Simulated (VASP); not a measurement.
The system is AlAs5.

```xyz
6
Lattice="5.2689 0.0000 0.0000 -2.6344 4.5630 0.0000 0.0000 0.0000 4.8091" Properties=species:S:1:pos:R:3 pbc="T T T"
Al    0.0000    0.0000    2.4045
As   -0.7522    1.3028    0.0000
As    1.8823    3.2602    0.0000
As    1.5043    0.0000    0.0000
As    2.6344    1.5210    2.4045
As    0.0000    3.0420    2.4045
```

The cell was built from a structure type or drawn by symmetry, and may not be a known phase.

| Item | Value |
| --- | --- |
| Program | VASP 6.6.1 |
| Task | relaxation of cell and atoms |
| Functional | PBE |
| Potentials or basis | VASP PAW PBE potentials, release 64 (Al, As) |
| Cutoff | 600 eV |
| k mesh | 6 × 6 × 4 |
| Occupations | gaussian, width 0.1 eV |
| Spin | no spin polarisation |

At the start: pressure 1.0 GPa; volume 19.27 Å³/atom.

Task: Where does the relaxation end?

Result: Over 13 steps the energy falls by 9.3 meV/atom and the volume is 19.76 Å³/atom (+2.6 %); space group P-62m (No. 189, to 0.1 Å) before and after.

The path:
| step | energy change (eV) | largest force (eV/Å) | pressure (GPa) | volume (Å³) |
| --- | --- | --- | --- | --- |
| 1 | 0.0000 | 0.1072 | 1.05 | 115.62 |
| 2 | -0.0158 | 0.1355 | -0.11 | 117.73 |
| 3 | -0.0178 | 0.1506 | -0.69 | 118.92 |
| 4 | -0.0281 | 0.0441 | -0.05 | 118.74 |
| 5 | -0.0300 | 0.3036 | 0.76 | 118.53 |
| 6 | -0.0305 | 0.2084 | 0.48 | 118.61 |
| 7 | -0.0389 | 0.2642 | 0.42 | 119.08 |
| 8 | -0.0305 | 0.3939 | 0.22 | 120.43 |
| 9 | -0.0430 | 0.3149 | 0.31 | 119.58 |
| 10 | -0.0498 | 0.1426 | -0.38 | 120.23 |
| 11 | -0.0503 | 0.0845 | -0.62 | 120.46 |
| 12 | -0.0541 | 0.0615 | -0.33 | 119.66 |
| 13 | -0.0560 | 0.0366 | 0.09 | 118.58 |

Final structure:
```
Al As
1.0
     5.16975    0.00000    0.00000
    -2.58487    4.47713    0.00000
     0.00000    0.00000    5.12303
Al As
1 5
Direct
  0.00000 0.00000 0.50000
  0.00000 0.28530 0.00000
  0.71470 0.71470 0.00000
  0.28530 0.00000 0.00000
  0.66667 0.33333 0.50000
  0.33333 0.66667 0.50000
```

Caveat: the highest band is partly filled, so the run has too few bands.
